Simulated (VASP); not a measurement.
# AlRu (CsCl type) (Pm-3m) in VASP: a series of runs

Runs on AlRu (CsCl type). Level: PBE. Tasks: single point.

Everything below comes from runs of VASP 6.6.1. Logs are shortened: lines on timing, memory, paths and dates and some standing lists are left out, and cuts for length are marked.

**1. The cell of the first run**

The structure is cubic, space group Pm-3m (No. 221). Conventional cell: a = 3.004 Å, b = 3.004 Å, c = 3.004 Å, α = 90.00°, β = 90.00°, γ = 90.00°. Ru (site symmetry m-3m) has 8 Al at 2.60 Å and 6 Ru at 3.00 Å within 3.4 Å. Within 3.4 Å of Al (site symmetry m-3m) lie 8 Ru at 2.60 Å and 6 Al at 3.00 Å.

**2. Single point, PBE**

INCAR

```
SYSTEM = AlRu
ALGO = Normal
EDIFF = 1E-6
ENCUT = 520
GGA = PE
ISIF = 2
ISMEAR = -1
LASPH = .True.
LCHARG = .False.
LREAL = .False.
LWAVE = .False.
NBANDS = 16
NELM = 80
PREC = Accurate
SIGMA = 0.1
```

KPOINTS

```
k-points
0
Gamma
  15 15 15
  0 0 0
```

POSCAR

```
AlRu
1.0
    3.0043569641      0.0000000000      0.0000000000
    0.0000000000      3.0043569641      0.0000000000
    0.0000000000      0.0000000000      3.0043569641
Ru Al
1 1
Direct
    0.0000000000      0.0000000000      0.0000000000
    0.5000000000      0.5000000000      0.5000000000
```

Potentials or basis: VASP PAW PBE potentials, release 64 (Ru_pv, Al).

On the command line:

```console
$ cat potpaw_PBE.64/Ru_pv/POTCAR potpaw_PBE.64/Al/POTCAR > POTCAR
$ mpirun -np 1 vasp_std > vasp.out
```

OUTCAR:

```text
SYSTEM = AlRu
   EDIFF = 1E-6
   ENCUT = 520
   GGA = PE
   ISIF = 2
   ISMEAR = -1
   LASPH = .True.
   LREAL = .False.
   NELM = 80
   PREC = Accurate

 ion  position               nearest neighbor table
   1  0.000  0.000  0.000-   2 2.60   2 2.60   2 2.60   2 2.60   2 2.60   2 2.60   2 2.60   2 2.60

   2  0.500  0.500  0.500-   1 2.60   1 2.60   1 2.60   1 2.60   1 2.60   1 2.60   1 2.60   1 2.60

  LATTYP: Found a simple cubic cell.
 ALAT       =     3.0043569641

  Lattice vectors:

 A1 = (   3.0043569641,   0.0000000000,   0.0000000000)
 A2 = (   0.0000000000,   3.0043569641,   0.0000000000)
 A3 = (   0.0000000000,   0.0000000000,   3.0043569641)

Analysis of symmetry for initial positions (statically):
=====================================================================
 Subroutine PRICEL returns:
 Original cell was already a primitive cell.

 Routine SETGRP: Setting up the symmetry group for a
 simple cubic supercell.

 Subroutine GETGRP returns: Found 48 space group operations
 (whereof 48 operations were pure point group operations)
 out of a pool of 48 trial point group operations.

The static configuration has the point symmetry O_h .

Analysis of symmetry for dynamics (positions and initial velocities):
=====================================================================
 Subroutine PRICEL returns:
 Original cell was already a primitive cell.

 Routine SETGRP: Setting up the symmetry group for a
 simple cubic supercell.

 Subroutine GETGRP returns: Found 48 space group operations
 (whereof 48 operations were pure point group operations)
 out of a pool of 48 trial point group operations.

The dynamic configuration has the point symmetry O_h .

 Subroutine INISYM returns: Found 48 space group operations
 (whereof 48 operations are pure point group operations),
 and found     1 'primitive' translations

----------------------------------------------------------------------------------------

                                     Primitive cell

  volume of cell :      27.1178

  direct lattice vectors                    reciprocal lattice vectors
     3.004356964  0.000000000  0.000000000     0.332849928  0.000000000  0.000000000
     0.000000000  3.004356964  0.000000000     0.000000000  0.332849928  0.000000000
     0.000000000  0.000000000  3.004356964     0.000000000  0.000000000  0.332849928

  length of vectors
     3.004356964  3.004356964  3.004356964     0.332849928  0.332849928  0.332849928

  position of ions in fractional coordinates (direct lattice)
     0.000000000  0.000000000  0.000000000
     0.500000000  0.500000000  0.500000000

  ion indices of the primitive-cell ions
   primitive index   ion index
                 1           1
                 2           2

----------------------------------------------------------------------------------------

 KPOINTS: k-points

Automatic generation of k-mesh.
 Grid dimensions read from file:
 generate k-points for:   15   15   15

 Generating k-lattice:

  Cartesian coordinates                     Fractional coordinates (reciprocal lattice)
     0.022189995  0.000000000  0.000000000     0.066666667  0.000000000  0.000000000
     0.000000000  0.022189995  0.000000000     0.000000000  0.066666667  0.000000000
     0.000000000  0.000000000  0.022189995     0.000000000  0.000000000  0.066666667

  Length of vectors
     0.022189995  0.022189995  0.022189995

  Shift w.r.t. Gamma in fractional coordinates (k-lattice)
     0.000000000  0.000000000  0.000000000

 Subroutine IBZKPT returns following result:
 ===========================================

 Found    120 irreducible k-points:

 Following reciprocal coordinates:
            Coordinates               Weight
  0.000000  0.000000  0.000000      1.000000
  0.066667  0.000000  0.000000      6.000000
  0.133333  0.000000  0.000000      6.000000
  0.200000  0.000000  0.000000      6.000000
  0.266667  0.000000  0.000000      6.000000
  0.333333  0.000000  0.000000      6.000000
[... 16 lines left out ...]
  0.266667  0.200000  0.000000     24.000000
  0.333333  0.200000  0.000000     24.000000
 [... further k-points ...]
   k-points           NKPTS =    120   k-points in BZ     NKDIM =    120   number of bands    NBANDS=     16
   number of dos      NEDOS =    301   number of ions     NIONS =      2
   total plane-waves  NPLWV =  13824
   dimension x,y,z NGX =    24 NGY =   24 NGZ =   24
   dimension x,y,z NGXF=    48 NGYF=   48 NGZF=   48
   ions per type =               1   1
   NGX,Y,Z   is equivalent  to a cutoff of  13.28, 13.28, 13.28 a.u.
   NGXF,Y,Z  is equivalent  to a cutoff of  26.56, 26.56, 26.56 a.u.
 SYSTEM =  AlRu
   PREC   = accura    normal or accurate (medium, high low for compatibility)
   ISTART =      0    job   : 0-new  1-cont  2-samecut
   ICHARG =      2    charge: 1-file 2-atom 10-const
   ISPIN  =      1    spin polarized calculation?
   LNONCOLLINEAR =      F non collinear calculations
   LSORBIT =      F    spin-orbit coupling
   LASPH  =      T    aspherical Exc in radial PAW
   ENCUT  =  520.0 eV  38.22 Ry    6.18 a.u.   5.59  5.59  5.59*2*pi/ulx,y,z
   NELM   =     80;   NELMIN=  2; NELMDL= -5     # of ELM steps
   EDIFF  = 0.1E-05   stopping-criterion for ELM
   LREAL  =      F    real-space projection
   EDIFFG = 0.1E-04   stopping-criterion for IOM
   NSW    =      0    number of steps for IOM
   IBRION =     -1    ionic relax: 0-MD 1-quasi-New 2-CG
   NFREE  =      0    steps in history (QN), initial steepest desc. (CG)
   ISIF   =      2    stress and relaxation
   ISYM   =      2    0-nonsym 1-usesym 2-fastsym
   POTIM  = 0.5000    time-step for ionic-motion
   TEBEG  =    0.0;   TEEND  =   0.0 temperature during run
   PSTRESS=    0.0 pullay stress
   NELECT =      17.0000    total number of electrons
   NUPDOWN=      -1.0000    fix difference up-down
   EMIN   =  10.00;   EMAX   =-10.00  energy-range for DOS
   EFERMI =   0.00;   METHOD = LEGACY
   ISMEAR =    -1;   SIGMA  =   0.10  broadening in eV -4-tet -1-fermi 0-gaus
   EFERMI_NEDOS =   21; number of points for ismear=-14 and -15
   IALGO  =     38    algorithm
   IMIX   =      4    mixing-type and parameters
     AMIX     =   0.40;   BMIX     =  1.00
     AMIX_MAG =   1.60;   BMIX_MAG =  1.00
  volume/ion in A,a.u.               =      13.56        91.50
  Fermi-wavevector in a.u.,A,eV,Ry     =   1.401112  2.647718 26.709810  1.963116
  Thomas-Fermi vector in A             =   2.524006
   LORBIT       =      0    0 simple, 1 ext, 2 COOP (PROOUT), +10 PAW based schemes
   GGA     = PE    functional components
   LHFCALC =     F    Hartree Fock is set to
   AEXX    =    0.0000 exact exchange contribution
   IVDW    =     0    specifies the selected vdW correction
   LEPSILON=     F    determine dielectric tensor
   LRPA    =     F    only Hartree local field effects (RPA)
 non-spin polarized calculation
  energy-cutoff  :      520.00
  volume of cell :       27.12
 maximum number of plane-waves:       743
 NGX is ok and might be reduce to    24

 number of electron      16.9999996 magnetization

 Free energy of the ion-electron system (eV)
  ---------------------------------------------------
  ext. energy  EPLUGINS =         0.00000000
  ---------------------------------------------------
  free energy    TOTEN  =       -14.28768537 eV

  energy without entropy =      -14.23755132  energy(sigma->0) =      -14.26261835

 E-fermi :  10.5512     XC(G=0): -12.5009

 val. band max:       10.5459115611   @ k =   0.4667   0.3333   0.1333
 cond. band min:      10.5587501745   @ k =   0.1333   0.0667   0.0667
 fundamental gap:      0.0128386134
 Fermi energy:        10.5512308476

 k-point     1 :       0.0000    0.0000    0.0000
  band No.  band energies     occupation
      1     -31.2240      2.00000
      2     -31.2240      2.00000
      3     -31.2240      2.00000
      4       0.9374      2.00000
      5       7.0426      2.00000
      6       7.0426      2.00000
[... 8 lines left out ...]
     15      22.6640      0.00000
     16      25.4038      0.00000

 k-point     2 :       0.0667    0.0000    0.0000
  band No.  band energies     occupation
      1     -31.2327      2.00000
      2     -31.2233      2.00000
      3     -31.2233      2.00000
      4       1.0219      2.00000
      5       7.0716      2.00000
      6       7.0722      2.00000
[... 8 lines left out ...]
     15      22.6643      0.00000
     16      25.6722      0.00000

 k-point     3 :       0.1333    0.0000    0.0000
  band No.  band energies     occupation
      1     -31.2573      2.00000
      2     -31.2212      2.00000
      3     -31.2212      2.00000
      4       1.2723      2.00000
      5       7.1374      2.00000
      6       7.1577      2.00000
[... 8 lines left out ...]
     15      22.6658      0.00000
     16      26.5227      0.00000

 k-point     4 :       0.2000    0.0000    0.0000
  band No.  band energies     occupation
      1     -31.2934      2.00000
      2     -31.2181      2.00000
      3     -31.2181      2.00000
      4       1.6790      2.00000
      5       7.1737      2.00000
      6       7.2887      2.00000
[... 8 lines left out ...]
     15      22.9425      0.00000
     16      27.8047      0.00000

 k-point     5 :       0.2667    0.0000    0.0000
  band No.  band energies     occupation
      1     -31.3346      2.00000
      2     -31.2146      2.00000
      3     -31.2146      2.00000
      4       2.2267      2.00000
      5       7.0711      2.00000
      6       7.4475      2.00000
[... 8 lines left out ...]
     15      23.2963      0.00000
     16      26.5715      0.00000

 k-point     6 :       0.3333    0.0000    0.0000
  band No.  band energies     occupation
      1     -31.3738      2.00000
      2     -31.2113      2.00000
      3     -31.2113      2.00000
      4       2.8953      2.00000
      5       6.7245      2.00000
      6       7.6089      2.00000
[... 8 lines left out ...]
     15      23.5306      0.00000
     16      25.3559      0.00000

 k-point     7 :       0.4000    0.0000    0.0000
  band No.  band energies     occupation
      1     -31.4043      2.00000
      2     -31.2087      2.00000
      3     -31.2087      2.00000
      4       3.6581      2.00000
      5       6.1227      2.00000
      6       7.7425      2.00000
[... 8 lines left out ...]
     15      23.6659      0.00000
     16      24.2146      0.00000

 k-point     8 :       0.4667    0.0000    0.0000
  band No.  band energies     occupation
      1     -31.4209      2.00000
      2     -31.2072      2.00000
      3     -31.2072      2.00000
      4       4.4688      2.00000
      5       5.3648      2.00000
      6       7.8188      2.00000
[... 8 lines left out ...]
     15      23.2903      0.00000
     16      23.2903      0.00000

 k-point     9 :       0.0667    0.0667    0.0000
  band No.  band energies     occupation
      1     -31.2324      2.00000
      2     -31.2316      2.00000
      3     -31.2226      2.00000
      4       1.1059      2.00000
      5       7.1003      2.00000
      6       7.1034      2.00000
[... 8 lines left out ...]
     15      22.6644      0.00000
     16      25.9189      0.00000
[... 172 lines left out ...]
 k-point    19 :       0.3333    0.1333    0.0000
  band No.  band energies     occupation
      1     -31.3700      2.00000
      2     -31.2436      2.00000
      3     -31.2085      2.00000
      4       3.1610      2.00000
      5       6.8009      2.00000
      6       7.7481      2.00000
[... 8 lines left out ...]
     15      24.0477      0.00000
     16      25.0245      0.00000

 k-point    20 :       0.4000    0.1333    0.0000
  band No.  band energies     occupation
      1     -31.4002      2.00000
      2     -31.2407      2.00000
      3     -31.2058      2.00000
      4       3.8883      2.00000
      5       6.1981      2.00000
      6       7.9012      2.00000
[... 8 lines left out ...]
     15      22.8841      0.00000
     16      24.1097      0.00000

 k-point    21 :       0.4667    0.1333    0.0000
  band No.  band energies     occupation
      1     -31.4167      2.00000
      2     -31.2392      2.00000
      3     -31.2044      2.00000
      4       4.6662      2.00000
      5       5.4640      2.00000
      6       7.9978      2.00000
[... 8 lines left out ...]
     15      22.6654      0.00000
     16      23.0823      0.00000

 k-point    22 :       0.2000    0.2000    0.0000
  band No.  band energies     occupation
      1     -31.2886      2.00000
      2     -31.2845      2.00000
      3     -31.2123      2.00000
      4       2.3677      2.00000
      5       7.3202      2.00000
      6       7.5767      2.00000
[... 8 lines left out ...]
     15      24.6764      0.00000
     16      25.5801      0.00000

 k-point    23 :       0.2667    0.2000    0.0000
  band No.  band energies     occupation
      1     -31.3273      2.00000
      2     -31.2824      2.00000
      3     -31.2087      2.00000
      4       2.8668      2.00000
      5       7.1985      2.00000
      6       7.7517      2.00000
[... 8 lines left out ...]
     15      24.5062      0.00000
     16      25.5170      0.00000

 k-point    24 :       0.3333    0.2000    0.0000
  band No.  band energies     occupation
      1     -31.3659      2.00000
      2     -31.2785      2.00000
      3     -31.2054      2.00000
      4       3.4633      2.00000
      5       6.8353      2.00000
      6       7.9289      2.00000
[... 8 lines left out ...]
     15      23.4077      0.00000
     16      25.1102      0.00000

 [... further k-points ...]
[... 5 lines left out ...]
  --------------------------------------------------------------------------------------
  -------------------------------------------------------------------------------------
  Total       -0.0004599     -0.0004599     -0.0004599      0.0000000      0.0000000     -0.0000000
  in kB       -0.0271733     -0.0271733     -0.0271733      0.0000000      0.0000000     -0.0000000
  external PRESSURE =      -0.0271733 kB  Pullay stress =       0.0000000 kB

 VOLUME and BASIS-vectors are now :
 -----------------------------------------------------------------------------
  energy-cutoff  :      520.00
  volume of cell :       27.12
      direct lattice vectors                 reciprocal lattice vectors
     3.004356964  0.000000000  0.000000000     0.332849928  0.000000000  0.000000000
     0.000000000  3.004356964  0.000000000     0.000000000  0.332849928  0.000000000
     0.000000000  0.000000000  3.004356964     0.000000000  0.000000000  0.332849928

 POSITION                                       TOTAL-FORCE (eV/Angst)
 -----------------------------------------------------------------------------------
      0.00000      0.00000      0.00000         0.000000      0.000000      0.000000
      1.50218      1.50218      1.50218         0.000000      0.000000      0.000000
 -----------------------------------------------------------------------------------
    total drift:                                0.000000      0.000000      0.000000

  FREE ENERGIE OF THE ION-ELECTRON SYSTEM (eV)
  ---------------------------------------------------
  free  energy   TOTEN  =       -14.2876853722 eV

  energy  without entropy=      -14.2375513240  energy(sigma->0) =      -14.26261835
```

Wall time 44 s (1 thread of Intel Xeon 8259CL, shared host); peak memory 0.18 GiB.

Results:

- Free energy: -14.2877 eV
- Pressure: 0.0 GPa
- Band gap on the k mesh: zero (an odd number of electrons rules out a gap without spin polarisation)

**3. Single point, PBE**

This run uses another cell than the first one: it holds 4 atoms, not 2.

INCAR

```
SYSTEM = AlRu
PREC = Accurate
ENCUT = 520
EDIFF = 1E-6
ISMEAR = -1
SIGMA = 0.1
LREAL = .False.
LASPH = .True.
NELM = 60
ALGO = Normal
ISIF = 2
LWAVE = .False.
LCHARG = .False.
GGA = PE
NBANDS = 25
```

KPOINTS

```
Automatic mesh
0
Gamma
  12 9 9
  0 0 0
```

POSCAR

```
AlRu
1.0
    0.0000000000      0.0000000000      3.0043569641
    3.0043569641     -3.0043569641      0.0000000000
    3.0043569641      3.0043569641      0.0000000000
Ru Al
2 2
Direct
    0.0000000000      0.0000000000      0.0000000000
    0.0000000000      0.5000000000      0.5000000000
    0.5000000000      0.5000000000      0.0000000000
    0.5000000000      0.0000000000      0.5000000000
```

Potentials or basis: VASP PAW PBE potentials, release 64 (Ru_pv, Al).

On the command line:

```console
$ cat potpaw_PBE.64/Ru_pv/POTCAR potpaw_PBE.64/Al/POTCAR > POTCAR
$ mpirun -np 1 vasp_std > vasp.out
```

Run time: 1.8 min. Hardware: 1 thread of Intel Xeon 8259CL, shared host; peak memory 0.25 GiB.

It converged, with:

```
Free energy            : -28.5757 eV
Pressure               : 0.0 GPa
Band gap on the k mesh : zero (bands 17 and 18 overlap by 2.68 eV)
```

Levels at points of the mesh, in eV from the Fermi level:
| k point | band 13 | band 14 | band 15 | band 16 | band 17 | band 18 | band 19 | band 20 | band 21 | band 22 |
| --- | --- | --- | --- | --- | --- | --- | --- | --- | --- | --- |
| (0.00, 0.00, 0.00) | -1.36 | -1.15 | -1.15 | 0.17 | 0.17 | 0.17 | 1.50 | 5.23 | 6.01 | 6.01 |
| (0.50, 0.00, 0.00) | -1.58 | -1.58 | 0.41 | 1.59 | 1.59 | 2.24 | 2.49 | 4.10 | 4.10 | 4.11 |

**4. Single point, PBE**

This run uses another cell than the first one: it holds 4 atoms, not 2.

INCAR

```
SYSTEM = AlRu
ALGO = Normal
EDIFF = 1E-6
ENCUT = 520
GGA = PE
ISIF = 2
ISMEAR = -5
LASPH = .TRUE.
LCHARG = .FALSE.
LREAL = .FALSE.
LWAVE = .FALSE.
NBANDS = 25
NELM = 60
PREC = Accurate
SIGMA = 0.1
```

KPOINTS

```
k-points
0
G
  12 9 9
  0 0 0
```

POSCAR is that of step 3.

On the command line:

```console
$ cat potpaw_PBE.64/Ru_pv/POTCAR potpaw_PBE.64/Al/POTCAR > POTCAR
$ mpirun -np 1 vasp_std > vasp.out
```

Wall time 1.8 min (1 thread of Intel Xeon 8259CL, shared host); peak memory 0.26 GiB.

The run converged. Its results:

```
Free energy            : -28.5226 eV
Pressure               : -0.2 GPa
Band gap on the k mesh : zero (bands 17 and 18 overlap by 2.68 eV)
```

Levels at points of the mesh, in eV from the Fermi level:
| k point | band 13 | band 14 | band 15 | band 16 | band 17 | band 18 | band 19 | band 20 | band 21 | band 22 |
| --- | --- | --- | --- | --- | --- | --- | --- | --- | --- | --- |
| (0.00, 0.00, 0.00) | -1.34 | -1.13 | -1.13 | 0.18 | 0.19 | 0.19 | 1.52 | 5.24 | 6.03 | 6.03 |
| (0.50, 0.00, 0.00) | -1.56 | -1.56 | 0.43 | 1.61 | 1.61 | 2.26 | 2.51 | 4.12 | 4.12 | 4.12 |

Caveat: tetrahedron occupations give inexact forces and stress in metals.

**5. The runs side by side**

| cell | k mesh | smearing | gap on the mesh (eV) | pressure (GPa) |
| --- | --- | --- | --- | --- |
| a = 3.004 Å, 2 atoms, atomic positions A | 15 × 15 × 15 | fermi-dirac 0.1 eV | none | 0.0 |
| a = 3.004, b = 4.249, c = 4.249 Å, 4 atoms, atomic positions B | 12 × 9 × 9 | fermi-dirac 0.1 eV | none | 0.0 |
| a = 3.004, b = 4.249, c = 4.249 Å, 4 atoms, atomic positions B | 12 × 9 × 9 | tetrahedron | none | -0.2 |

Alike in all rows: task single point; level PBE; potentials or basis VASP PAW PBE potentials, release 64 (Ru_pv, Al); no spin polarisation; cutoff (eV) 520.

Caveats: tetrahedron occupations give inexact forces and stress in metals (at least some runs).

Absolute energies hang on the potentials; compare differences alone.
